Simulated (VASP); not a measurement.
Input of a VASP 6.6.1 run:

INCAR

```
PREC     = Accurate       # precision mode
ENCUT    = 520            # plane-wave cutoff, eV
EDIFF    = 1E-7           # SCF threshold, eV
ISMEAR   = 0              # smearing method
SIGMA    = 0.02           # smearing width, eV
LREAL    = F              # projectors in reciprocal space
LASPH    = T              # aspherical terms in the spheres
NELM     = 60             # most SCF steps
ALGO     = Normal         # electronic algorithm
ISIF     = 2              # what is computed and relaxed
LWAVE    = F              # write WAVECAR
LCHARG   = F              # write CHGCAR
GGA      = PE             # functional
NBANDS   = 15             # bands
```

Contents of KPOINTS:

```
Automatic mesh
0
Gamma
  8 8 8
```

POSCAR

```
SrO
1.0
    0.0000000000      2.5974520205      2.5974520205
    2.5974520205      0.0000000000      2.5974520205
    2.5974520205      2.5974520205      0.0000000000
Sr O
1 1
Direct
    0.5000000000      0.5000000000      0.5000000000
    0.0000000000      0.0000000000      0.0000000000
```

Potentials or basis: VASP PAW PBE potentials, release 64 (Sr_sv, O).

Command:

```sh
$ cat potpaw_PBE.64/Sr_sv/POTCAR potpaw_PBE.64/O/POTCAR > POTCAR
$ mpirun -np 1 vasp_std > vasp.out
```

(1) Predict the pressure.

(2) Predict the band gap on the k mesh.

Results:

(1) 0.5 GPa.

(2) 3.28 eV, indirect (least direct gap 3.39 eV).
